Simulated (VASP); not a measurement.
# Hf (I4/mmm) in VASP: further runs

Hf is run at these levels: r2SCAN; tasks: single point.

Everything below comes from runs of VASP 6.6.1. Logs are shortened: lines on timing, memory, paths and dates and some standing lists are left out, and cuts for length are marked.

## Step 1: The cell of the first run

It takes space group I4/mmm (No. 139, tetragonal). The conventional cell has a = 3.610 Å, b = 3.610 Å, c = 3.429 Å, α = 90.00°, β = 90.00°, γ = 90.00°. Within 4.0 Å of Hf (site symmetry 4/mmm) lie 14 Hf at 3.08 to 3.61 Å.

## Step 2: Single point, r2SCAN (strain -0.0500 x Voigt [1, 0, 0, 0, 0, 0])

POSCAR

```
Hf
1.0
   -1.7147500000      1.8050000000      1.8050000000
    1.7147500000     -1.8050000000      1.8050000000
    1.7147500000      1.8050000000     -1.8050000000
Hf
1
Direct
    0.0000000000      0.0000000000      0.0000000000
```

INCAR.step1

```
PREC = Accurate ; ENCUT = 520
ISMEAR = 0 ; SIGMA = 0.15
LREAL = False ; LASPH = True
NELM = 80 ; NBANDS = 11
GGA = PE ; ALGO = Normal
EDIFF = 1E-4 ; LWAVE = True
LCHARG = False
```

INCAR.step2

```
PREC = Accurate ; ENCUT = 520
EDIFF = 1E-6 ; ISMEAR = 0
SIGMA = 0.15 ; LREAL = False
LASPH = True ; NELM = 80
ALGO = Normal ; ISIF = 2
LWAVE = False ; LCHARG = False
METAGGA = R2SCAN ; LMIXTAU = True
NBANDS = 11 ; ISTART = 1
```

KPOINTS

```
regular mesh
0
Gamma
  18 18 18
```

Potentials or basis: VASP PAW PBE potentials, release 64 (Hf_pv).

Run with:

```bash
cat potpaw_PBE.64/Hf_pv/POTCAR > POTCAR
cp INCAR.step1 INCAR
mpirun -np 1 vasp_std > vasp.out
cp INCAR.step2 INCAR
mpirun -np 1 vasp_std > vasp.out
```

OUTCAR:

```text
PREC = Accurate
   ENCUT = 520
   EDIFF = 1E-6
   ISMEAR = 0
   LREAL = False
   LASPH = True
   NELM = 80
   ISIF = 2
   METAGGA = R2SCAN
   ISTART = 1

 ion  position               nearest neighbor table
   1  0.000  0.000  0.000-

  LATTYP: Found a body centered tetragonal cell.
 ALAT       =     3.6100000000
 C/A-ratio  =     0.9500000000

  Lattice vectors:

 A1 = (  -1.7147500000,   1.8050000000,  -1.8050000000)
 A2 = (  -1.7147500000,  -1.8050000000,   1.8050000000)
 A3 = (   1.7147500000,   1.8050000000,   1.8050000000)

Analysis of symmetry for initial positions (statically):
=====================================================================
 Subroutine PRICEL returns:
 Original cell was already a primitive cell.

 Routine SETGRP: Setting up the symmetry group for a
 body centered tetragonal supercell.

 Subroutine GETGRP returns: Found 16 space group operations
 (whereof 16 operations were pure point group operations)
 out of a pool of 16 trial point group operations.

The static configuration has the point symmetry D_4h.

Analysis of symmetry for dynamics (positions and initial velocities):
=====================================================================
 Subroutine PRICEL returns:
 Original cell was already a primitive cell.

 Routine SETGRP: Setting up the symmetry group for a
 body centered tetragonal supercell.

 Subroutine GETGRP returns: Found 16 space group operations
 (whereof 16 operations were pure point group operations)
 out of a pool of 16 trial point group operations.

The dynamic configuration has the point symmetry D_4h.

 Subroutine INISYM returns: Found 16 space group operations
 (whereof 16 operations are pure point group operations),
 and found     1 'primitive' translations

----------------------------------------------------------------------------------------

                                     Primitive cell

  volume of cell :      22.3468

  direct lattice vectors                    reciprocal lattice vectors
    -1.714750000  1.805000000  1.805000000     0.000000000  0.277008310  0.277008310
     1.714750000 -1.805000000  1.805000000     0.291587695  0.000000000  0.277008310
     1.714750000  1.805000000 -1.805000000     0.291587695  0.277008310  0.000000000

  length of vectors
     3.075128869  3.075128869  3.075128869     0.391748909  0.402190238  0.402190238

  position of ions in fractional coordinates (direct lattice)
     0.000000000  0.000000000  0.000000000

  ion indices of the primitive-cell ions
[... 80 lines left out ...]
   ISIF   =      2    stress and relaxation
   ISYM   =      2    0-nonsym 1-usesym 2-fastsym
   POTIM  = 0.5000    time-step for ionic-motion
   TEBEG  =    0.0;   TEEND  =   0.0 temperature during run
   PSTRESS=    0.0 pullay stress
   NELECT =      10.0000    total number of electrons
   NUPDOWN=      -1.0000    fix difference up-down
   EMIN   =  10.00;   EMAX   =-10.00  energy-range for DOS
   EFERMI =   0.00;   METHOD = LEGACY
   ISMEAR =     0;   SIGMA  =   0.15  broadening in eV -4-tet -1-fermi 0-gaus
   EFERMI_NEDOS =   21; number of points for ismear=-14 and -15
   IALGO  =     38    algorithm
   IMIX   =      4    mixing-type and parameters
     AMIX     =   0.40;   BMIX     =  1.00
     AMIX_MAG =   1.60;   BMIX_MAG =  1.00
  volume/ion in A,a.u.               =      22.35       150.80
  Fermi-wavevector in a.u.,A,eV,Ry     =   1.252189  2.366293 21.333614  1.567976
  Thomas-Fermi vector in A             =   2.386101
   LORBIT       =      0    0 simple, 1 ext, 2 COOP (PROOUT), +10 PAW based schemes
   METAGGA = R2SCAN    functional components
   LHFCALC =     F    Hartree Fock is set to
   AEXX    =    0.0000 exact exchange contribution
   IVDW    =     0    specifies the selected vdW correction
   LEPSILON=     F    determine dielectric tensor
   LRPA    =     F    only Hartree local field effects (RPA)
 non-spin polarized calculation
 Gauss-broadening in eV      SIGMA  =   0.15
  energy-cutoff  :      520.00
  volume of cell :       22.35
 maximum number of plane-waves:       619
   NGX = 11   NGY = 11   NGZ = 11

 number of electron      10.0000000 magnetization

 Free energy of the ion-electron system (eV)
  ---------------------------------------------------
  ext. energy  EPLUGINS =         0.00000000
  ---------------------------------------------------
  free energy    TOTEN  =       -44.95719234 eV

  energy without entropy =      -44.93578047  energy(sigma->0) =      -44.94648641

 E-fermi :   4.4806     XC(G=0): -12.1736

 val. band max:        4.4801623527   @ k =  -0.2222   0.4444  -0.0000
 cond. band min:       4.4810470180   @ k =   0.0556   0.2778  -0.0000
 fundamental gap:      0.0008846652
 Fermi energy:         4.4805579224

 k-point     1 :       0.0000    0.0000    0.0000
  band No.  band energies     occupation
      1     -26.5143      2.00000
      2     -26.5143      2.00000
      3     -26.5077      2.00000
      4      -2.9278      2.00000
      5       5.8300      0.00000
      6       6.4713      0.00000
      7       6.4713      0.00000
      8       8.6049      0.00000
      9       9.4695      0.00000
     10      16.6017      0.00000
     11      18.1386      0.00000
[... 309 lines left out ...]
 k-point    24 :       0.2222    0.1111   -0.0000
  band No.  band energies     occupation
      1     -27.0403      2.00000
      2     -26.6694      2.00000
      3     -26.5398      2.00000
      4      -0.2382      2.00000
      5       4.5584      0.46327
      6       5.0969      0.00000
      7       8.0219      0.00000
      8       9.4346      0.00000
      9       9.6085      0.00000
     10      16.6009      0.00000
     11      17.7568      0.00000

 [... further k-points ...]

------------------------ aborting loop because EDIFF is reached ----------------------------------------

  FORCE on cell =-STRESS in cart. coord.  units (eV):
  Direction    XX          YY          ZZ          XY          YZ          ZX
  --------------------------------------------------------------------------------------
  -------------------------------------------------------------------------------------
  Total       -0.4587898      0.0121815      0.0121815      0.0000000      0.0000000      0.0000000
  in kB      -32.8934242      0.8733633      0.8733633      0.0000000      0.0000000      0.0000000
  external PRESSURE =     -10.3822326 kB  Pullay stress =       0.0000000 kB

 VOLUME and BASIS-vectors are now :
 -----------------------------------------------------------------------------
  energy-cutoff  :      520.00
  volume of cell :       22.35
      direct lattice vectors                 reciprocal lattice vectors
    -1.714750000  1.805000000  1.805000000     0.000000000  0.277008310  0.277008310
     1.714750000 -1.805000000  1.805000000     0.291587695  0.000000000  0.277008310
     1.714750000  1.805000000 -1.805000000     0.291587695  0.277008310  0.000000000

 POSITION                                       TOTAL-FORCE (eV/Angst)
 -----------------------------------------------------------------------------------
      0.00000      0.00000      0.00000         0.000000      0.000000     -0.000000
 -----------------------------------------------------------------------------------
    total drift:                                0.000000      0.000000      0.000000

  FREE ENERGIE OF THE ION-ELECTRON SYSTEM (eV)
  ---------------------------------------------------
  free  energy   TOTEN  =       -44.9571923407 eV

  energy  without entropy=      -44.9357804729  energy(sigma->0) =      -44.94648641
```

OUTCAR.step1:

```text
PREC = Accurate
   ENCUT = 520
   ISMEAR = 0
   LREAL = False
   LASPH = True
   NELM = 80
[... 551 lines left out ...]

 POSITION                                       TOTAL-FORCE (eV/Angst)
 -----------------------------------------------------------------------------------
      0.00000      0.00000      0.00000        -0.000000      0.000000     -0.000000
 -----------------------------------------------------------------------------------
    total drift:                               -0.000000      0.000000      0.000000

  FREE ENERGIE OF THE ION-ELECTRON SYSTEM (eV)
  ---------------------------------------------------
  free  energy   TOTEN  =        -9.7596952555 eV

  energy  without entropy=       -9.7373054689  energy(sigma->0) =       -9.74850036
```

Run time: 13 min. Hardware: 1 thread of Intel Xeon 8259CL, shared host; peak memory 0.21 GiB.

What came out:

```
Free energy            : -44.9572 eV
Pressure               : -1.0 GPa
Band gap on the k mesh : zero (bands 5 and 6 overlap by 2.33 eV)
```

Stress tensor (GPa, compression positive):
```
-3.29  0.00  0.00
 0.00  0.09  0.00
 0.00  0.00  0.09
```

Caveat: the cell differs from its parent crystal (strain -0.0500 x Voigt [1, 0, 0, 0, 0, 0]); the PAW data sets were made with another functional, which shifts forces and pressure a little; spin-orbit coupling is left out, which moves the levels of the heavy elements.

## Step 3: Single point, r2SCAN (strain -0.0250 x Voigt [1, 0, 0, 0, 0, 0])

POSCAR

```
Hf
1.0
   -1.7598750000      1.8050000000      1.8050000000
    1.7598750000     -1.8050000000      1.8050000000
    1.7598750000      1.8050000000     -1.8050000000
Hf
1
Direct
    0.0000000000      0.0000000000      0.0000000000
```

INCAR.step1

```
PREC = Accurate
ENCUT = 520
ISMEAR = 0
SIGMA = 0.15
LREAL = False
LASPH = True
NELM = 80
NBANDS = 11
GGA = PE
ALGO = Normal
EDIFF = 1E-4
LWAVE = True
LCHARG = False
```

INCAR.step2

```
PREC = Accurate
ENCUT = 520
EDIFF = 1E-6
ISMEAR = 0
SIGMA = 0.15
LREAL = False
LASPH = True
NELM = 80
ALGO = Normal
ISIF = 2
LWAVE = False
LCHARG = True
METAGGA = R2SCAN
LMIXTAU = True
LELF = True
LVHAR = True
NBANDS = 11
ISTART = 1
```

KPOINTS

```
Automatic mesh
0
Gamma
  18 18 18
```

Potentials or basis: VASP PAW PBE potentials, release 64 (Hf_pv).

Run with:

```bash
cat potpaw_PBE.64/Hf_pv/POTCAR > POTCAR
cp INCAR.step1 INCAR
mpirun -np 1 vasp_std > vasp.out
cp INCAR.step2 INCAR
mpirun -np 1 vasp_std > vasp.out
```

Wall time 16 min (1 thread of Intel Xeon 8259CL, shared host); peak memory 0.22 GiB.

Results (log left out):

```
Free energy            : -44.9422 eV
Pressure               : -3.6 GPa
Band gap on the k mesh : zero (bands 5 and 6 overlap by 2.39 eV)
```

Stress tensor (GPa, compression positive):
```
-4.78  0.00  0.00
 0.00 -3.01  0.00
 0.00  0.00 -3.01
```

Levels at points of the mesh, in eV from the Fermi level:
| k point | band 2 | band 3 | band 4 | band 5 | band 6 | band 7 | band 8 | band 9 |
| --- | --- | --- | --- | --- | --- | --- | --- | --- |
| (0.00, 0.00, 0.00) | -31.09 | -31.09 | -7.32 | 1.54 | 1.84 | 1.84 | 4.28 | 4.69 |
| (0.50, 0.00, 0.00) | -31.33 | -31.09 | -3.44 | -0.14 | 0.65 | 4.09 | 5.20 | 7.66 |
| (0.00, 0.50, 0.00) | -31.35 | -31.10 | -3.39 | -0.45 | 0.81 | 4.43 | 5.42 | 7.71 |
| (0.50, 0.50, 0.50) | -31.64 | -31.60 | -2.63 | -2.57 | 6.88 | 6.88 | 6.94 | 7.07 |

Caveat: the cell differs from its parent crystal (strain -0.0250 x Voigt [1, 0, 0, 0, 0, 0]); the cell stands under tension; the PAW data sets were made with another functional, which shifts forces and pressure a little; spin-orbit coupling is left out, which moves the levels of the heavy elements.

## Step 4: Single point, r2SCAN (strain +0.0250 x Voigt [1, 0, 0, 0, 0, 0])

POSCAR

```
Hf
1.0
   -1.8501250000      1.8050000000      1.8050000000
    1.8501250000     -1.8050000000      1.8050000000
    1.8501250000      1.8050000000     -1.8050000000
Hf
1
Direct
    0.0000000000      0.0000000000      0.0000000000
```

INCAR.step1

```
ALGO = Normal
EDIFF = 1E-4
ENCUT = 520
GGA = PE
ISMEAR = 0
LASPH = T
LCHARG = F
LREAL = F
LWAVE = T
NBANDS = 11
NELM = 60
PREC = Accurate
SIGMA = 0.15
```

INCAR.step2

```
ALGO = Normal
EDIFF = 1E-6
ENCUT = 520
ISIF = 2
ISMEAR = 0
ISTART = 1
LASPH = T
LCHARG = F
LMIXTAU = T
LREAL = F
LWAVE = F
METAGGA = R2SCAN
NBANDS = 11
NELM = 60
PREC = Accurate
SIGMA = 0.15
```

KPOINTS

```
k-points
0
Gamma
  18 18 18
```

Run with:

```bash
cat potpaw_PBE.64/Hf_pv/POTCAR > POTCAR
cp INCAR.step1 INCAR
mpirun -np 1 vasp_std > vasp.out
cp INCAR.step2 INCAR
mpirun -np 1 vasp_std > vasp.out
```

Run time: 17 min. Hardware: 1 thread of Intel Xeon 8259CL, shared host; peak memory 0.22 GiB.

It converged, with:

| Property | Result |
| --- | --- |
| Free energy | -44.8995 eV |
| Pressure | -7.8 GPa |
| Band gap on the k mesh | zero (bands 5 and 6 overlap by 2.33 eV) |

Stress tensor (GPa, compression positive):
```
-6.72  0.00  0.00
 0.00 -8.35  0.00
 0.00  0.00 -8.35
```

Levels at points of the mesh, in eV from the Fermi level:
```tsv
k point	band 3	band 4	band 5	band 6	band 7	band 8
(0.00, 0.00, 0.00)	-31.31	-7.16	1.59	1.59	1.87	4.11
(0.50, 0.00, 0.00)	-31.32	-3.23	-0.47	0.68	4.35	5.15
(0.00, 0.50, 0.00)	-31.31	-3.28	-0.19	0.54	3.98	5.03
(0.50, 0.50, 0.50)	-31.75	-2.42	-2.36	6.48	6.49	6.54
```

Caveat: the cell differs from its parent crystal (strain +0.0250 x Voigt [1, 0, 0, 0, 0, 0]); the cell stands under tension; the PAW data sets were made with another functional, which shifts forces and pressure a little; spin-orbit coupling is left out, which moves the levels of the heavy elements.

## Step 5: Single point, r2SCAN (strain +0.0500 x Voigt [1, 0, 0, 0, 0, 0])

POSCAR

```
Hf
1.0
   -1.8952500000      1.8050000000      1.8050000000
    1.8952500000     -1.8050000000      1.8050000000
    1.8952500000      1.8050000000     -1.8050000000
Hf
1
Direct
    0.0000000000      0.0000000000      0.0000000000
```

INCAR.step1

```
SYSTEM = Hf
ALGO = Normal
EDIFF = 1E-4
ENCUT = 520
GGA = PE
ISMEAR = 0
LASPH = .True.
LCHARG = .False.
LREAL = .False.
LWAVE = .True.
NBANDS = 11
NELM = 60
PREC = Accurate
SIGMA = 0.15
```

INCAR.step2

```
SYSTEM = Hf
ALGO = Normal
EDIFF = 1E-7
ENCUT = 520
ISIF = 2
ISMEAR = 0
ISTART = 1
LASPH = .True.
LCHARG = .True.
LELF = .True.
LMIXTAU = .True.
LREAL = .False.
LVHAR = .True.
LWAVE = .False.
METAGGA = R2SCAN
NBANDS = 11
NELM = 60
PREC = Accurate
SIGMA = 0.15
```

KPOINTS

```
k-points
0
Gamma
  18 18 18
  0 0 0
```

Run with:

```bash
cat potpaw_PBE.64/Hf_pv/POTCAR > POTCAR
cp INCAR.step1 INCAR
mpirun -np 1 vasp_std > vasp.out
cp INCAR.step2 INCAR
mpirun -np 1 vasp_std > vasp.out
```

Wall time 21 min (1 thread of Intel Xeon 8259CL, shared host); peak memory 0.22 GiB.

The run converged. Its results:

```yaml
Free_energy: -44.8736 eV
Pressure: -9.5 GPa
Band_gap_on_the_k_mesh: zero (bands 5 and 6 overlap by 2.24 eV)
```

Stress tensor (GPa, compression positive):
```
 -7.41   0.00   0.00
  0.00 -10.57   0.00
  0.00   0.00 -10.57
```

Levels at points of the mesh, in eV from the Fermi level:
| k point | band 3 | band 4 | band 5 | band 6 | band 7 | band 8 |
| --- | --- | --- | --- | --- | --- | --- |
| (0.00, 0.00, 0.00) | -31.43 | -7.08 | 1.49 | 1.49 | 2.00 | 3.83 |
| (0.50, 0.00, 0.00) | -31.44 | -3.14 | -0.61 | 0.69 | 4.45 | 5.11 |
| (0.00, 0.50, 0.00) | -31.42 | -3.24 | -0.07 | 0.42 | 3.69 | 4.92 |
| (0.50, 0.50, 0.50) | -31.83 | -2.37 | -2.25 | 5.93 | 6.27 | 6.38 |

Caveat: the cell differs from its parent crystal (strain +0.0500 x Voigt [1, 0, 0, 0, 0, 0]); the cell stands under tension; the PAW data sets were made with another functional, which shifts forces and pressure a little; spin-orbit coupling is left out, which moves the levels of the heavy elements.

## Step 6: The runs side by side

| cell | gap on the mesh (eV) | pressure (GPa) |
| --- | --- | --- |
| a = 3.075 Å, angles 112.2, 108.1, 108.1°, 1 atom | none | -1.0 |
| a = 3.101 Å, angles 110.8, 108.8, 108.8°, 1 atom | none | -3.6 |
| a = 3.153 Å, angles 108.1, 110.1, 110.1°, 1 atom | none | -7.8 |
| a = 3.179 Å, angles 106.8, 110.8, 110.8°, 1 atom | none | -9.5 |

Alike in all rows: task single point; level r2SCAN; potentials or basis VASP PAW PBE potentials, release 64 (Hf_pv); no spin polarisation; k mesh 18 × 18 × 18; cutoff (eV) 520; smearing gaussian 0.15 eV.

Caveats: the PAW data sets were made with another functional, which shifts forces and pressure a little; spin-orbit coupling is left out, which moves the levels of the heavy elements; the cell stands under tension (at least some runs).

Absolute energies hang on the potentials; compare differences alone.
